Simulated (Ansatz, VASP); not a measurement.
Mo: VASP beside Ansatz

```
Mo
1.0
     2.71775    0.00000    0.00000
    -1.35887    2.35364    0.00000
     0.00000    0.00000    2.45824
Mo
1
Direct
  0.00000 0.00000 0.50000
```

Alike in both runs: functional PBEsol; dispersion D3(BJ); k mesh 11 × 11 × 11; occupations methfessel-paxton of order 1, width 0.15 eV; no spin polarisation.

Ansatz relaxed the structure, and its values are those at the end. VASP's run is a single point on that final structure, the one shown.

|  | VASP | Ansatz |
| --- | --- | --- |
| version | VASP 6.6.1 | Ansatz 0.2.0 |
| potentials or method | VASP PAW PBE potentials, release 64 (Mo_sv) | plane waves, PAW |
| plane-wave cutoff (eV) | 520 | 420 |
| valence electrons in the cell | 14 | 14 |

```tsv
	VASP	Ansatz	Ansatz less VASP
pressure (GPa)	0.7	0.0	-0.71
```

VASP's potentials were made for PBE, not for PBEsol.
